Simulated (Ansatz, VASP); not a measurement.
# MoS2: VASP beside Ansatz

File INCAR:

```
ALGO = Normal
EDIFF = 1E-8
ENCUT = 520
GGA = CA
ISIF = 2
ISMEAR = -1
LASPH = T
LCHARG = F
LEFG = T
LREAL = F
LWAVE = F
NBANDS = 35
NELM = 80
PREC = Accurate
SIGMA = 0.03
```

KPOINTS

```
k-points
0
Gamma
  10 10 3
```

Contents of POSCAR:

```
MoS2
1.0
    3.1610016016      0.0000000000      0.0000000000
   -1.5805008008      2.7375076884      0.0000000000
    0.0000000000      0.0000000000     12.2950000000
Mo S
2 4
Direct
    0.3333333333      0.6666666667      0.2500000000
    0.6666666667      0.3333333333      0.7500000000
    0.3333333333      0.6666666667      0.6275000000
    0.6666666667      0.3333333333      0.1275000000
    0.3333333333      0.6666666667      0.8725000000
    0.6666666667      0.3333333333      0.3725000000
```

Input for Ansatz:

```yaml
crystal:
  lattice:
    - [3.1610016016, 0.0, 0.0]
    - [-1.5805008008, 2.7375076884, 0.0]
    - [0.0, 0.0, 12.295]
  atoms:
    - { symbol: Mo, position: [0.3333333333, 0.6666666667, 0.25] }
    - { symbol: Mo, position: [0.6666666667, 0.3333333333, 0.75] }
    - { symbol: S, position: [0.3333333333, 0.6666666667, 0.6275] }
    - { symbol: S, position: [0.6666666667, 0.3333333333, 0.1275] }
    - { symbol: S, position: [0.3333333333, 0.6666666667, 0.8725] }
    - { symbol: S, position: [0.6666666667, 0.3333333333, 0.3725] }
kpoints:
  mp_grid: { grid: [10, 10, 3] }
  band_path:
    path:
      - [0.0, 0.0, 0.0]
      - [0.5, 0.0, 0.0]
      - [0.3333333333, 0.3333333333, 0.0]
      - [0.0, 0.0, 0.0]
      - [0.0, 0.0, 0.5]
      - [0.5, 0.0, 0.5]
      - [0.3333333333, 0.3333333333, 0.5]
      - [0.0, 0.0, 0.5]
      - [0.5, 0.0, 0.5]
    npoints: 8
scf:
  occupations: { method: fermi_dirac, width: 0.03 }
hamiltonian:
  xc: lda
  pseudopotentials: { kind: all_electron, datasets: crystal }
output:
  forces: true
  stress: true
  eigenvalues: true
  efg: { contact_densities: true }
```

Alike in both runs: task electric field gradients; functional LDA; k mesh 10 × 10 × 3; occupations fermi-dirac, width 0.03 eV; no spin polarisation.

|  | VASP | Ansatz |
| --- | --- | --- |
| version | VASP 6.6.1 | Ansatz 0.2.0 |
| potentials or method | VASP PAW LDA potentials, release 64 (Mo_sv, S), cutoff 520 eV | all-electron PAW with datasets made for the crystal, scalar-relativistic |

|  | VASP | Ansatz | Ansatz less VASP |
| --- | --- | --- | --- |
| pressure (GPa) | 1.2 | 1.1 | -0.05 |
| traceless stress, the component that is largest in VASP (GPa) | 4.57 | 4.60 | +0.039 |
| rms of the force components (eV/Å) | 0.359 | 0.355 | -0.0042 |
| size of Vzz on the site where it differs most (V/Å²) | 96.7 | 93.5 | -3.17 |

LDA's correlation is that of Perdew and Zunger in VASP and of Perdew and Wang (1992) in Ansatz. Atom by atom the forces differ by 0.004 eV/Å (rms over components). Ansatz ran all-electron here, and VASP with PAW potentials.
